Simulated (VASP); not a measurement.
Write the native input for VASP 6.6.1 that does the following.

```
Task                   : single point
Functional             : PBEsol
Potentials or basis    : VASP PAW PBE potentials, release 64 (W_sv, C)
Cutoff                 : 600 eV
k mesh                 : 8 × 8 × 8
Occupations            : gaussian, width 0.1 eV
Spin                   : no spin polarisation
Dipole correction      : no
Further INCAR settings : ALGO = Normal; EDIFF = 1e-06; NBANDS = 16
```

The structure of WC lies in POSCAR:

```
WC
1.0
    0.0000000000      2.1697819421      2.1697819421
    2.1697819421      0.0000000000      2.1697819421
    2.1697819421      2.1697819421      0.0000000000
W C
1 1
Direct
    0.5000000000      0.5000000000      0.5000000000
    0.0000000000      0.0000000000      0.0000000000
```

One way to write it, as run:

INCAR

```
SYSTEM = WC
  PREC = Accurate
  ENCUT = 600
  EDIFF = 1E-6
  ISMEAR = 0
  SIGMA = 0.1
  LREAL = .FALSE.
  LASPH = .TRUE.
  NELM = 120
  ALGO = Normal
  ISIF = 2
  LWAVE = .FALSE.
  LCHARG = .FALSE.
  GGA = PS
  NBANDS = 16
  GGA_COMPAT = .FALSE.
```

KPOINTS

```
regular mesh
0
G
  8 8 8
  0 0 0
```

Potentials or basis: VASP PAW PBE potentials, release 64 (W_sv, C).

Launch:

```sh
$ cat potpaw_PBE.64/W_sv/POTCAR potpaw_PBE.64/C/POTCAR > POTCAR
$ mpirun -np 1 vasp_std > vasp.out
```

It gave:

| Property | Result |
| --- | --- |
| Pressure | 2.9 GPa |
| Band gap on the k mesh | zero (band 9 reaches 13.85 eV, above the bottom of band 10 at 10.58 eV) |

Caveat: the PAW data sets were made with another functional, which shifts forces and pressure a little; spin-orbit coupling is left out, which moves the levels of the heavy elements.

Wall time 9.9 s on 1 thread of Intel(R) Xeon(R) 6975P-C (Granite Rapids) (shared host), peak memory 0.17 GiB.
